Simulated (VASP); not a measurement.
Si: single point with PBEsol

Crystal: Si.

```
Si
1.0
     2.57115    0.00000    0.00000
    -1.28557    2.22668    0.00000
     0.00000    0.00000    2.41446
Si
1
Cartesian
  0.0000 0.0000 0.0000
```

```
Program                : VASP 6.6.1
Task                   : single point
Functional             : PBEsol
Potentials or basis    : VASP PAW PBE potentials, release 64 (Si)
Cutoff                 : 500 eV
k mesh                 : 15 × 15 × 14
Occupations            : fermi-dirac, width 0.15 eV
Spin                   : no spin polarisation
Dipole correction      : no
Further INCAR settings : ALGO = Normal; EDIFF = 1e-06; NBANDS = 8
```

The pressure is 9.2 GPa and the band gap on the k mesh is zero (band 2 reaches 18.02 eV, above the bottom of band 3 at 5.52 eV).

Stress tensor (GPa, compression positive):
```
9.79 0.00 0.00
0.00 9.79 0.00
0.00 0.00 7.87
```

Levels at points of the mesh, in eV from the Fermi level:
```tsv
k point	band 1	band 2	band 3	band 4	band 5	band 6
(0.00, 0.00, 0.00)	-14.68	7.60	8.50	10.98	10.98	12.49
(0.00, 0.00, 0.50)	-9.43	-7.65	14.95	14.95	15.42	15.42
```

Wall time 21 s on 1 thread of Intel Xeon 8259CL (shared host), peak memory 0.13 GiB.

Caveat: the PAW data sets were made with another functional, which shifts forces and pressure a little.
